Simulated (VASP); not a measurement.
# AgI (P6_3mc) in VASP: a series of runs, part 2 of 2

VASP 6.6.1. Earlier steps stand in the parts before.

### 5 Single point, PBE

This run uses another cell than the first one, of 36.44 Å³/atom.

INCAR reads:

```
SYSTEM = AgI
PREC = Accurate
ENCUT = 500
EDIFF = 1E-6
ISMEAR = 0
SIGMA = 0.02
LREAL = .FALSE.
LASPH = .TRUE.
NELM = 120
ALGO = Normal
ISIF = 2
LWAVE = .FALSE.
LCHARG = .FALSE.
GGA = PE
NBANDS = 26
GGA_COMPAT = .FALSE.
```

KPOINTS reads:

```
Automatic mesh
0
G
  6 6 4
  0 0 0
```

POSCAR reads:

```
AgI
1.0
    4.6858639829      0.0000000000      0.0000000000
   -2.3429319914      4.0580772478      0.0000000000
    0.0000000000      0.0000000000      7.6644521420
Ag I
2 2
Direct
    0.6666666667      0.3333333333      0.6276572929
    0.3333333333      0.6666666667      0.1276572929
    0.6666666667      0.3333333333      0.0023427071
    0.3333333333      0.6666666667      0.5023427071
```

Potentials or basis: VASP PAW PBE potentials, release 64 (Ag, I).

Launch:

```
> cat potpaw_PBE.64/Ag/POTCAR potpaw_PBE.64/I/POTCAR > POTCAR
> mpirun -np 1 vasp_std > vasp.out
```

OUTCAR:

```text
SYSTEM = AgI
   PREC = Accurate
   ENCUT = 500
   EDIFF = 1E-6
   ISMEAR = 0
   LREAL = .FALSE.
   LASPH = .TRUE.
   NELM = 120
   ISIF = 2
   GGA = PE

 ion  position               nearest neighbor table
   1  0.667  0.333  0.628-   4 2.87   4 2.87   4 2.87   3 2.87
   2  0.333  0.667  0.128-   3 2.87   3 2.87   3 2.87   4 2.87
   3  0.667  0.333  0.002-   2 2.87   2 2.87   2 2.87   1 2.87
   4  0.333  0.667  0.502-   1 2.87   1 2.87   1 2.87   2 2.87

  LATTYP: Found a hexagonal cell.
 ALAT       =     4.6858639829
 C/A-ratio  =     1.6356539946

  Lattice vectors:

 A1 = (   4.6858639829,   0.0000000000,   0.0000000000)
 A2 = (  -2.3429319914,   4.0580772478,   0.0000000000)
 A3 = (   0.0000000000,   0.0000000000,   7.6644521420)

Analysis of symmetry for initial positions (statically):
=====================================================================
 Subroutine PRICEL returns:
 Original cell was already a primitive cell.

 Routine SETGRP: Setting up the symmetry group for a
 hexagonal supercell.

 Subroutine GETGRP returns: Found 12 space group operations
 (whereof  6 operations were pure point group operations)
 out of a pool of 24 trial point group operations.

[... 166 lines left out ...]

 val. band max:        2.4617295854   @ k =   0.0000   0.0000   0.0000
 cond. band min:       3.8304020770   @ k =   0.0000   0.0000   0.0000
 fundamental gap:      1.3686724915
 Fermi energy:         2.5810403425

 k-point     1 :       0.0000    0.0000    0.0000
  band No.  band energies     occupation
      1     -10.0140      2.00000
      2      -9.7693      2.00000
      3      -1.3858      2.00000
      4      -1.3811      2.00000
      5      -1.3811      2.00000
      6      -1.2848      2.00000
[... 598 lines left out ...]
     25      10.6728      0.00000
     26      10.6731      0.00000

------------------------ aborting loop because EDIFF is reached ----------------------------------------

  FORCE on cell =-STRESS in cart. coord.  units (eV):
  Direction    XX          YY          ZZ          XY          YZ          ZX
  --------------------------------------------------------------------------------------
  -------------------------------------------------------------------------------------
  Total       -0.0676933     -0.0676933     -0.0622072     -0.0000000      0.0000000      0.0000000
  in kB       -0.7441577     -0.7441577     -0.6838493     -0.0000000      0.0000000      0.0000000
  external PRESSURE =      -0.7240549 kB  Pullay stress =       0.0000000 kB

 VOLUME and BASIS-vectors are now :
 -----------------------------------------------------------------------------
  energy-cutoff  :      500.00
  volume of cell :      145.74
      direct lattice vectors                 reciprocal lattice vectors
     4.685863983  0.000000000  0.000000000     0.213407816  0.123211060  0.000000000
    -2.342931991  4.058077248  0.000000000     0.000000000  0.246422120  0.000000000
     0.000000000  0.000000000  7.664452142     0.000000000  0.000000000  0.130472470

 POSITION                                       TOTAL-FORCE (eV/Angst)
 -----------------------------------------------------------------------------------
      2.34293      1.35269      4.81065        -0.000000     -0.000000     -0.001700
     -0.00000      2.70538      0.97842        -0.000000     -0.000000     -0.001700
      2.34293      1.35269      0.01796         0.000000      0.000000      0.001700
     -0.00000      2.70538      3.85018         0.000000     -0.000000      0.001700
 -----------------------------------------------------------------------------------
    total drift:                               -0.000000      0.000000     -0.000432

  FREE ENERGIE OF THE ION-ELECTRON SYSTEM (eV)
  ---------------------------------------------------
  free  energy   TOTEN  =        -9.5803667328 eV

  energy  without entropy=       -9.5803667328  energy(sigma->0) =       -9.58036673
```

OSZICAR:

```text
N       E                     dE             d eps       ncg     rms          rms(c)
DAV:   1     0.199154013133E+03    0.19915E+03   -0.15126E+04  1092   0.114E+03
DAV:   2     0.436196868470E+00   -0.19872E+03   -0.18925E+03  1244   0.232E+02
DAV:   3    -0.956011696220E+01   -0.99963E+01   -0.99374E+01  1290   0.511E+01
DAV:   4    -0.974265863406E+01   -0.18254E+00   -0.18246E+00  1418   0.681E+00
DAV:   5    -0.974387509942E+01   -0.12165E-02   -0.12164E-02  1238   0.648E-01    0.631E+00
DAV:   6    -0.957750647990E+01    0.16637E+00   -0.54392E-01  1122   0.808E+00    0.472E+00
DAV:   7    -0.957968535085E+01   -0.21789E-02   -0.14980E-01  1136   0.176E+00    0.185E+00
DAV:   8    -0.957998482820E+01   -0.29948E-03   -0.10333E-02  1146   0.934E-01    0.422E-01
DAV:   9    -0.958025302497E+01   -0.26820E-03   -0.23670E-03  1214   0.453E-01    0.898E-02
DAV:  10    -0.958030398804E+01   -0.50963E-04   -0.15766E-04  1168   0.142E-01    0.333E-02
DAV:  11    -0.958037251869E+01   -0.68531E-04   -0.15047E-04  1130   0.835E-02    0.395E-02
DAV:  12    -0.958036755006E+01    0.49686E-05   -0.11544E-05  1260   0.322E-02    0.342E-02
DAV:  13    -0.958037010379E+01   -0.25537E-05   -0.22522E-05  1112   0.202E-02    0.366E-02
DAV:  14    -0.958036668790E+01    0.34159E-05   -0.12225E-05  1236   0.336E-02    0.175E-02
DAV:  15    -0.958036673283E+01   -0.44927E-07   -0.54424E-07   570   0.411E-03
   1 F= -.95803667E+01 E0= -.95803667E+01  d E =-.549011E-19
```

stdout:

```text
POSCAR found type information on POSCAR AgI
 POSCAR found :  2 types and       4 ions
 scaLAPACK will be used
 LDA part: xc-table for (Slater+PW92), standard interpolation
 POSCAR, INCAR and KPOINTS ok, starting setup
 FFT: planning ... GRIDC
 FFT: planning ... GRID_SOFT
 FFT: planning ... GRID
 WAVECAR not read
 entering main loop
```

It took 2.1 min on 1 thread of AMD EPYC 7R13, shared host; peak memory 0.25 GiB.

What came out:

```
Free energy            : -9.5804 eV
Pressure               : -0.1 GPa
Band gap on the k mesh : 1.37 eV
```

Levels at points of the mesh, in eV from the valence-band top:
```
           k point  band 16  band 17  band 18  band 19  band 20  band 21
(0.00, 0.00, 0.00)    -0.06     0.00     0.00     1.37     2.67     5.85
(0.50, 0.00, 0.00)    -1.59    -0.91    -0.63     3.31     3.65     4.90
(0.00, 0.00, 0.50)    -0.33    -0.33    -0.33     2.64     2.64     5.65
(0.50, 0.00, 0.50)    -1.11    -1.11    -1.11     3.30     3.30     4.94
```

Caveat: spin-orbit coupling is left out, which moves the levels of the heavy elements. Expect the measured gap to be larger: semilocal functionals such as PBE lack the derivative discontinuity.

### 6 Relaxation of cell and atoms, PBE

This run uses another cell than the first one, of 34.30 Å³/atom.

INCAR reads:

```
SYSTEM = AgI
PREC     = Accurate       ! precision mode
ENCUT    = 500            ! plane-wave cutoff, eV
EDIFF    = 1E-7           ! SCF threshold, eV
ISMEAR   = 0              ! smearing method
SIGMA    = 0.02           ! smearing width, eV
LREAL    = .FALSE.        ! projectors in reciprocal space
LASPH    = .TRUE.         ! aspherical terms in the spheres
NELM     = 120            ! most SCF steps
ALGO     = Normal         ! electronic algorithm
ISIF     = 3              ! what is computed and relaxed
LWAVE    = .FALSE.        ! write WAVECAR
LCHARG   = .FALSE.        ! write CHGCAR
GGA      = PE             ! functional
IBRION   = 2              ! ionic algorithm
NSW      = 100            ! ionic steps
EDIFFG   = -0.005         ! ionic threshold
GGA_COMPAT= .FALSE.      
NELMIN   = 4
```

KPOINTS is that of step 5.

POSCAR reads:

```
AgI
1.0
    4.5900000000      0.0000000000      0.0000000000
   -2.2950000000      3.9750566034      0.0000000000
    0.0000000000      0.0000000000      7.5200000000
Ag I
2 2
Direct
    0.6666666667      0.3333333333      0.6300000000
    0.3333333333      0.6666666667      0.1300000000
    0.6666666667      0.3333333333      0.0000000000
    0.3333333333      0.6666666667      0.5000000000
```

Potentials or basis: VASP PAW PBE potentials, release 64 (Ag, I).

Launch:

```
> cat potpaw_PBE.64/Ag/POTCAR potpaw_PBE.64/I/POTCAR > POTCAR
> mpirun -np 1 vasp_std > vasp.out
```

Wall time 14 min (1 thread of AMD EPYC 7R13, shared host); peak memory 0.27 GiB.

Results (log left out):

| Quantity | Value |
| --- | --- |
| Free energy | -9.5800 eV |
| Relaxed volume | 36.38 Å³/atom |
| Relaxed cell | a = 4.684 Å, b = 4.684 Å, c = 7.660 Å, α = 90.00°, β = 90.00°, γ = 120.00° |
| Space group after relaxing (to 0.1 Å) | P6_3mc (No. 186) |
| Energy gained by relaxing | 11.3 meV/atom |
| Ionic steps | 12 |
| Pressure after relaxing | 0.0 GPa |
| Band gap on the k mesh | 1.37 eV |

Forces on the atoms (eV/Å):
```
Ag   0.000  0.000  0.003
Ag   0.000  0.000  0.003
I    0.000  0.000 -0.003
I    0.000  0.000 -0.003
```

Step by step:
```csv
step,energy change (eV),largest force (eV/Å),pressure (GPa),volume (Å³)
1,0.0000,0.0808,1.76,137.21
2,-0.0443,0.0243,0.12,144.83
3,-0.0445,0.0206,-0.03,145.59
4,-0.0445,0.0214,0.01,145.42
5,-0.0446,0.0185,0.01,145.41
6,-0.0448,0.0099,0.01,145.36
7,-0.0449,0.0067,0.03,145.27
8,-0.0450,0.0062,0.03,145.33
9,-0.0451,0.0051,0.00,145.48
10,-0.0451,0.0029,-0.06,145.80
11,-0.0451,0.0042,-0.02,145.60
12,-0.0452,0.0025,0.00,145.52
```

Final structure:
```
Ag I
1.0
     4.68363    0.00000    0.00000
    -2.34182    4.05615    0.00000
     0.00000    0.00000    7.65973
Ag I
2 2
Direct
  0.66667 0.33333 0.62748
  0.33333 0.66667 0.12748
  0.66667 0.33333 0.00252
  0.33333 0.66667 0.50252
```

Levels at points of the mesh, in eV from the valence-band top:
```tsv
k point	band 14	band 15	band 16	band 17	band 18	band 19	band 20	band 21	band 22
(0.00, 0.00, 0.00)	-0.63	-0.63	-0.06	0.00	0.00	1.37	2.67	5.84	5.84
(0.50, 0.00, 0.00)	-2.40	-1.98	-1.59	-0.92	-0.64	3.31	3.65	4.90	5.80
(0.00, 0.00, 0.50)	-1.56	-0.33	-0.33	-0.33	-0.33	2.64	2.64	5.64	5.64
(0.50, 0.00, 0.50)	-2.58	-1.11	-1.11	-1.11	-1.11	3.30	3.30	4.94	4.94
```

Caveat: spin-orbit coupling is left out, which moves the levels of the heavy elements. Expect the measured gap to be larger: semilocal functionals such as PBE lack the derivative discontinuity.

### 7 Summary

```csv
task,cell,gap on the mesh (eV),pressure (GPa)
single point,"a = 4.837, b = 4.837, c = 7.912 Å, angles 90.0, 90.0, 120.0°, 4 atoms, atomic positions A",1.38,-2.0
relaxation of shape and atoms at fixed volume,"relaxed from a = 4.490, b = 4.490, c = 7.345 Å, angles 90.0, 90.0, 120.0°, 4 atoms, atomic positions A",1.38,4.6
relaxation of shape and atoms at fixed volume,"relaxed from a = 4.541, b = 4.541, c = 7.427 Å, angles 90.0, 90.0, 120.0°, 4 atoms, atomic positions A",1.37,3.1
single point,"a = 4.686, b = 4.686, c = 7.664 Å, angles 90.0, 90.0, 120.0°, 4 atoms, atomic positions A",1.37,-0.1
relaxation of cell and atoms,"relaxed from a = 4.590, b = 4.590, c = 7.520 Å, angles 90.0, 90.0, 120.0°, 4 atoms, atomic positions B",1.37,0.0
```

Alike in all rows: level PBE; potentials or basis VASP PAW PBE potentials, release 64 (Ag, I); no spin polarisation; k mesh 6 × 6 × 4; cutoff (eV) 500; smearing gaussian 0.02 eV.

Caveats: spin-orbit coupling is left out, which moves the levels of the heavy elements; the relaxation stopped at its first step, so nothing moved (at least some runs).

Total energies depend on the potentials used, so only differences within one code and one set of settings carry meaning.
